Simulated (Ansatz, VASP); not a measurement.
## Si: VASP beside Ansatz

```xyz
2
Lattice="0.0000 2.7219 2.7219 2.7219 0.0000 2.7219 2.7219 2.7219 0.0000" Properties=species:S:1:pos:R:3 pbc="T T T"
Si    2.7219    2.7219    2.7219
Si    4.0828    4.0828    4.0828
```

Alike in both runs: task single point; functional PBE; k mesh 8 × 8 × 8; occupations gaussian, width 0.05 eV; no spin polarisation.

|  | VASP | Ansatz |
| --- | --- | --- |
| version | VASP 6.6.1 | Ansatz 0.2.0 |
| potentials or method | VASP PAW PBE potentials, release 64 (Si), cutoff 520 eV | all-electron LAPW, scalar-relativistic |

|  | VASP | Ansatz | Ansatz less VASP |
| --- | --- | --- | --- |
| gap on the k mesh at the Fermi level (eV) | 0.63 | 0.63 | -0.001 |
| least direct gap on the mesh (eV) | 2.56 | 2.56 | -0.004 |
| pressure (GPa) | 1.3 | 1.3 | +0.05 |

Ansatz ran all-electron here, and VASP with PAW potentials.
